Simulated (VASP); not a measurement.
# Ni (Fm-3m) in VASP: single point with PBE

Aim: the single point of Ni with PBE.

All numbers are computed with VASP 6.6.1; they aren't measurements. Logs are shortened: lines on timing, memory, paths and dates and some standing lists are left out, and cuts for length are marked.

## 1. The cell of the first run

The structure is cubic, space group Fm-3m (No. 225). Conventional cell: a = 3.519 Å, b = 3.519 Å, c = 3.519 Å, α = 90.00°, β = 90.00°, γ = 90.00°. Within 3.3 Å of Ni (site symmetry m-3m) lie 12 Ni at 2.49 Å.

## 2. Single point, PBE, collinear spin, ferromagnetic start

File INCAR:

```
  ALGO = Normal
  EDIFF = 1E-7
  ENCUT = 520
  GGA = PE
  ISIF = 2
  ISMEAR = -1
  ISPIN = 2
  LASPH = True
  LCHARG = False
  LMAXMIX = 4
  LORBIT = 11
  LREAL = False
  LWAVE = False
  MAGMOM = 1
  NBANDS = 15
  NELM = 150
  PREC = Accurate
  SIGMA = 0.05
```

File KPOINTS:

```
k-points
0
Gamma
  21 21 21
```

File POSCAR:

```
Ni
1.0
    0.0000000000      1.7593078052      1.7593078052
    1.7593078052      0.0000000000      1.7593078052
    1.7593078052      1.7593078052      0.0000000000
Ni
1
Direct
    0.0000000000      0.0000000000      0.0000000000
```

Potentials or basis: VASP PAW PBE potentials, release 64 (Ni).

Run with:

```
> cat potpaw_PBE.64/Ni/POTCAR > POTCAR
> mpirun -np 1 vasp_std > vasp.out
```

OUTCAR:

```text
EDIFF = 1E-7
   ENCUT = 520
   GGA = PE
   ISIF = 2
   ISMEAR = -1
   ISPIN = 2
   LASPH = True
   LORBIT = 11
   LREAL = False
   NELM = 150
   PREC = Accurate

 ion  position               nearest neighbor table
   1  0.000  0.000  0.000-

  LATTYP: Found a face centered cubic cell.
 ALAT       =     3.5186156104

  Lattice vectors:

 A1 = (   0.0000000000,   1.7593078052,   1.7593078052)
 A2 = (   1.7593078052,   0.0000000000,   1.7593078052)
 A3 = (   1.7593078052,   1.7593078052,   0.0000000000)

Analysis of symmetry for initial positions (statically):
=====================================================================
 Subroutine PRICEL returns:
 Original cell was already a primitive cell.

 Routine SETGRP: Setting up the symmetry group for a
 face centered cubic supercell.

 Subroutine GETGRP returns: Found 48 space group operations
 (whereof 48 operations were pure point group operations)
 out of a pool of 48 trial point group operations.

The static configuration has the point symmetry O_h .

Analysis of symmetry for dynamics (positions and initial velocities):
=====================================================================
 Subroutine PRICEL returns:
 Original cell was already a primitive cell.

 Routine SETGRP: Setting up the symmetry group for a
 face centered cubic supercell.

 Subroutine GETGRP returns: Found 48 space group operations
 (whereof 48 operations were pure point group operations)
 out of a pool of 48 trial point group operations.

The dynamic configuration has the point symmetry O_h .

Analysis of structural, dynamic, and magnetic symmetry:
=====================================================================
 Subroutine PRICEL returns:
 Original cell was already a primitive cell.

 Routine SETGRP: Setting up the symmetry group for a
 face centered cubic supercell.

 Subroutine GETGRP returns: Found 48 space group operations
 (whereof 48 operations were pure point group operations)
 out of a pool of 48 trial point group operations.

The overall configuration has the point symmetry O_h .

 Subroutine INISYM returns: Found 48 space group operations
 (whereof 48 operations are pure point group operations),
 and found     1 'primitive' translations

----------------------------------------------------------------------------------------

                                     Primitive cell

  volume of cell :      10.8907

  direct lattice vectors                    reciprocal lattice vectors
     0.000000000  1.759307805  1.759307805    -0.284202684  0.284202684  0.284202684
     1.759307805  0.000000000  1.759307805     0.284202684 -0.284202684  0.284202684
     1.759307805  1.759307805  0.000000000     0.284202684  0.284202684 -0.284202684

  length of vectors
     2.488036959  2.488036959  2.488036959     0.492253488  0.492253488  0.492253488

  position of ions in fractional coordinates (direct lattice)
     0.000000000  0.000000000  0.000000000

  ion indices of the primitive-cell ions
   primitive index   ion index
                 1           1

----------------------------------------------------------------------------------------

 KPOINTS: k-points

Automatic generation of k-mesh.
 Grid dimensions read from file:
 generate k-points for:   21   21   21

 Generating k-lattice:

  Cartesian coordinates                     Fractional coordinates (reciprocal lattice)
    -0.013533461  0.013533461  0.013533461     0.047619048  0.000000000  0.000000000
     0.013533461 -0.013533461  0.013533461     0.000000000  0.047619048  0.000000000
     0.013533461  0.013533461 -0.013533461     0.000000000  0.000000000  0.047619048

  Length of vectors
     0.023440642  0.023440642  0.023440642

  Shift w.r.t. Gamma in fractional coordinates (k-lattice)
     0.000000000  0.000000000  0.000000000

 Subroutine IBZKPT returns following result:
 ===========================================

 Found    286 irreducible k-points:

 Following reciprocal coordinates:
            Coordinates               Weight
  0.000000  0.000000  0.000000      1.000000
  0.047619  0.000000  0.000000      8.000000
  0.095238  0.000000  0.000000      8.000000
  0.142857  0.000000  0.000000      8.000000
  0.190476  0.000000  0.000000      8.000000
  0.238095  0.000000  0.000000      8.000000
[... 16 lines left out ...]
 -0.428571  0.047619  0.000000     24.000000
 -0.380952  0.047619  0.000000     24.000000
 [... further k-points ...]
   k-points           NKPTS =    286   k-points in BZ     NKDIM =    286   number of bands    NBANDS=     15
   number of dos      NEDOS =    301   number of ions     NIONS =      1
   total plane-waves  NPLWV =   8000
   dimension x,y,z NGX =    20 NGY =   20 NGZ =   20
   dimension x,y,z NGXF=    40 NGYF=   40 NGZF=   40
   ions per type =               1
   NGX,Y,Z   is equivalent  to a cutoff of  13.36, 13.36, 13.36 a.u.
   NGXF,Y,Z  is equivalent  to a cutoff of  26.73, 26.73, 26.73 a.u.
 SYSTEM =  unknown system
   PREC   = accura    normal or accurate (medium, high low for compatibility)
   ISTART =      0    job   : 0-new  1-cont  2-samecut
   ICHARG =      2    charge: 1-file 2-atom 10-const
   ISPIN  =      2    spin polarized calculation?
   LNONCOLLINEAR =      F non collinear calculations
   LSORBIT =      F    spin-orbit coupling
   LASPH  =      T    aspherical Exc in radial PAW
   ENCUT  =  520.0 eV  38.22 Ry    6.18 a.u.   4.63  4.63  4.63*2*pi/ulx,y,z
   NELM   =    150;   NELMIN=  2; NELMDL= -5     # of ELM steps
   EDIFF  = 0.1E-06   stopping-criterion for ELM
   LREAL  =      F    real-space projection
   EDIFFG = 0.1E-05   stopping-criterion for IOM
   NSW    =      0    number of steps for IOM
   IBRION =     -1    ionic relax: 0-MD 1-quasi-New 2-CG
   NFREE  =      0    steps in history (QN), initial steepest desc. (CG)
   ISIF   =      2    stress and relaxation
   ISYM   =      2    0-nonsym 1-usesym 2-fastsym
   POTIM  = 0.5000    time-step for ionic-motion
   TEBEG  =    0.0;   TEEND  =   0.0 temperature during run
   PSTRESS=    0.0 pullay stress
   NELECT =      10.0000    total number of electrons
   NUPDOWN=      -1.0000    fix difference up-down
   EMIN   =  10.00;   EMAX   =-10.00  energy-range for DOS
   EFERMI =   0.00;   METHOD = LEGACY
   ISMEAR =    -1;   SIGMA  =   0.05  broadening in eV -4-tet -1-fermi 0-gaus
   EFERMI_NEDOS =   21; number of points for ismear=-14 and -15
   IALGO  =     38    algorithm
   IMIX   =      4    mixing-type and parameters
     AMIX     =   0.40;   BMIX     =  1.00
     AMIX_MAG =   1.60;   BMIX_MAG =  1.00
  volume/ion in A,a.u.               =      10.89        73.49
  Fermi-wavevector in a.u.,A,eV,Ry     =   1.591194  3.006920 34.448548  2.531897
  Thomas-Fermi vector in A             =   2.689772
   LORBIT       =     11    0 simple, 1 ext, 2 COOP (PROOUT), +10 PAW based schemes
   GGA     = PE    functional components
   LHFCALC =     F    Hartree Fock is set to
   AEXX    =    0.0000 exact exchange contribution
   IVDW    =     0    specifies the selected vdW correction
   LEPSILON=     F    determine dielectric tensor
   LRPA    =     F    only Hartree local field effects (RPA)
 spin polarized calculation
  energy-cutoff  :      520.00
  volume of cell :       10.89
 maximum number of plane-waves:       304
   NGX =  9   NGY =  9   NGZ =  9

 number of electron      10.0000009 magnetization       0.6110297

 Free energy of the ion-electron system (eV)
  ---------------------------------------------------
  ext. energy  EPLUGINS =         0.00000000
  ---------------------------------------------------
  free energy    TOTEN  =        -5.47725871 eV

  energy without entropy =       -5.46268325  energy(sigma->0) =       -5.46997098

 E-fermi :   9.3624     XC(G=0): -13.2493

 val. band max:        9.3617287502   @ k =  -0.3333   0.2857   0.0952
 cond. band min:       9.3642773984   @ k =   0.4286   0.2857   0.0476
 fundamental gap:      0.0025486482
 Fermi energy:         9.3623639616

 spin component 1

 k-point     1 :       0.0000    0.0000    0.0000
  band No.  band energies     occupation
      1       0.3598      1.00000
      2       6.9410      1.00000
      3       6.9410      1.00000
      4       6.9410      1.00000
      5       8.1171      1.00000
      6       8.1171      1.00000
      7      33.0774      0.00000
      8      36.9316      0.00000
      9      36.9316      0.00000
     10      36.9316      0.00000
     11      39.8681      0.00000
     12      39.8681      0.00000
     13      39.8681      0.00000
     14      42.8315      0.00000
     15      49.1226      0.00000

 k-point     2 :       0.0476    0.0000    0.0000
  band No.  band energies     occupation
      1       0.4486      1.00000
      2       6.9179      1.00000
      3       6.9610      1.00000
      4       6.9610      1.00000
      5       8.1084      1.00000
      6       8.1084      1.00000
      7      32.8157      0.00000
      8      35.6520      0.00000
      9      36.7055      0.00000
     10      36.7055      0.00000
     11      40.1976      0.00000
     12      40.1976      0.00000
     13      40.7378      0.00000
     14      43.5229      0.00000
     15      48.1606      0.00000
[... 365 lines left out ...]
      3       7.0072      1.00000
      4       8.0971      1.00000
      5       8.6831      1.00000
      6       9.3155      0.71846
      7      15.8126      0.00000
      8      31.0370      0.00000
      9      33.0919      0.00000
     10      34.0563      0.00000
     11      37.2586      0.00000
     12      38.3066      0.00000
     13      43.5525      0.00000
     14      53.4590      0.00000
     15      54.0045      0.00000

 k-point    24 :      -0.3810    0.0476    0.0000
  band No.  band energies     occupation
      1       4.3815      1.00000
      2       6.9935      1.00000
      3       7.0455      1.00000
      4       7.5842      1.00000
      5       8.5541      1.00000
      6       8.9422      0.99978
      7      17.3239      0.00000
      8      31.0698      0.00000
      9      33.2199      0.00000
     10      34.7718      0.00000
     11      37.1617      0.00000
     12      38.7443      0.00000
     13      43.3661      0.00000
     14      51.3579      0.00000
     15      52.5802      0.00000

 [... further k-points ...]

 spin component 2

 k-point     1 :       0.0000    0.0000    0.0000
  band No.  band energies     occupation
      1       0.3235      1.00000
      2       7.6789      1.00000
      3       7.6789      1.00000
      4       7.6789      1.00000
      5       8.6866      1.00000
      6       8.6866      1.00000
      7      32.9150      0.00000
      8      36.9109      0.00000
      9      36.9109      0.00000
     10      36.9109      0.00000
     11      39.9651      0.00000
     12      39.9651      0.00000
     13      39.9651      0.00000
     14      42.7100      0.00000
     15      49.3149      0.00000

 k-point     2 :       0.0476    0.0000    0.0000
  band No.  band energies     occupation
      1       0.4124      1.00000
      2       7.6528      1.00000
      3       7.6998      1.00000
      4       7.6998      1.00000
      5       8.6774      1.00000
      6       8.6774      1.00000
      7      32.6814      0.00000
      8      35.6433      0.00000
      9      36.7028      0.00000
     10      36.7028      0.00000
     11      40.2735      0.00000
     12      40.2735      0.00000
     13      40.7660      0.00000
     14      43.4365      0.00000
     15      48.3269      0.00000
[... 365 lines left out ...]
      3       7.6101      1.00000
      4       8.3714      1.00000
      5       9.4180      0.24733
      6       9.8200      0.00011
      7      16.1636      0.00000
      8      30.9542      0.00000
      9      33.1309      0.00000
     10      34.1379      0.00000
     11      37.2994      0.00000
     12      38.3309      0.00000
     13      43.6586      0.00000
     14      53.5245      0.00000
     15      54.4850      0.00000

 k-point    24 :      -0.3810    0.0476    0.0000
  band No.  band energies     occupation
      1       4.6749      1.00000
      2       7.5915      1.00000
      3       7.6549      1.00000
      4       7.8744      1.00000
      5       9.2774      0.84543
      6       9.5918      0.01007
      7      17.5999      0.00000
      8      31.0136      0.00000
      9      33.2356      0.00000
     10      34.8634      0.00000
     11      37.1951      0.00000
     12      38.7659      0.00000
     13      43.4463      0.00000
     14      51.4246      0.00000
     15      52.8469      0.00000

 [... further k-points ...]

------------------------ aborting loop because EDIFF is reached ----------------------------------------

  FORCE on cell =-STRESS in cart. coord.  units (eV):
  Direction    XX          YY          ZZ          XY          YZ          ZX
  --------------------------------------------------------------------------------------
  -------------------------------------------------------------------------------------
  Total       -0.0066406     -0.0066406     -0.0066406      0.0000000      0.0000000     -0.0000000
  in kB       -0.9769255     -0.9769255     -0.9769255      0.0000000      0.0000000     -0.0000000
  external PRESSURE =      -0.9769255 kB  Pullay stress =       0.0000000 kB

 VOLUME and BASIS-vectors are now :
 -----------------------------------------------------------------------------
  energy-cutoff  :      520.00
  volume of cell :       10.89
      direct lattice vectors                 reciprocal lattice vectors
     0.000000000  1.759307805  1.759307805    -0.284202684  0.284202684  0.284202684
     1.759307805  0.000000000  1.759307805     0.284202684 -0.284202684  0.284202684
     1.759307805  1.759307805  0.000000000     0.284202684  0.284202684 -0.284202684

 POSITION                                       TOTAL-FORCE (eV/Angst)
 -----------------------------------------------------------------------------------
      0.00000      0.00000      0.00000         0.000000      0.000000      0.000000
 -----------------------------------------------------------------------------------
    total drift:                                0.000000      0.000000      0.000000

  FREE ENERGIE OF THE ION-ELECTRON SYSTEM (eV)
  ---------------------------------------------------
  free  energy   TOTEN  =        -5.4772587080 eV

  energy  without entropy=       -5.4626832539  energy(sigma->0) =       -5.46997098

 total charge

# of ion       s       p       d       tot
------------------------------------------
    1        0.497   0.496   8.315   9.308

 magnetization (x)

# of ion       s       p       d       tot
------------------------------------------
    1       -0.007  -0.025   0.655   0.623
```

Wall time 45 s (1 thread of Intel Xeon 6975P-C (Granite Rapids), shared host); peak memory 0.18 GiB.

What came out:

| Item | Value |
| --- | --- |
| Free energy | -5.4773 eV |
| Pressure | -0.1 GPa |
| Net moment | 0.61 μB per cell |
| Site moments | Ni +0.62 μB |
| Valence electrons inside the program's atomic spheres | Ni 9.31 |

Levels at points of the mesh, in eV from the Fermi level:
Spin up:
| k point | band 3 | band 4 | band 5 | band 6 | band 7 | band 8 |
| --- | --- | --- | --- | --- | --- | --- |
| (0.00, 0.00, 0.00) | -2.42 | -2.42 | -1.25 | -1.25 | 23.72 | 27.57 |
Spin down:
```csv
k point,band 3,band 4,band 5,band 6,band 7,band 8
"(0.00, 0.00, 0.00)",-1.68,-1.68,-0.68,-0.68,23.55,27.55
```
